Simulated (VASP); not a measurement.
The system is BAs.

```
CELL_PARAMETERS angstrom
3.32446 0.00000 0.00000
-1.66223 2.87906 0.00000
0.00000 0.00000 8.63703
ATOMIC_POSITIONS crystal
B 0.33333 0.66667 0.25000
B 0.66667 0.33333 0.75000
As 0.66667 0.33333 0.25000
As 0.33333 0.66667 0.75000
```

This cell differs from its parent crystal: strain -1.2%.

Base run:

```yaml
Program: VASP 6.6.1
Functional: r2SCAN
Potentials_or_basis: VASP PAW PBE potentials, release 64 (B, As)
Cutoff: 520 eV
k_mesh: 12 × 12 × 4
Occupations: gaussian, width 0.01 eV
Spin: no spin polarisation
```

Its results: band gap on the k mesh 0.92 eV, direct; pressure 3.8 GPa.

Question: The run is repeated on the same cell with these changes: functional from r2SCAN to PBE; occupations from gaussian, width 0.01 eV to fermi-dirac, width 0.02 eV. What comes out?

Answer: Band gap on the k mesh 0.69 eV, direct; pressure 5.6 GPa.

Caveats: the PAW data sets were made with another functional, which shifts forces and pressure a little (some runs); this functional lacks dispersion, which binds the layers, so the pressure and a relaxed spacing across them are unreliable (some runs).

A k mesh can miss the band edges.
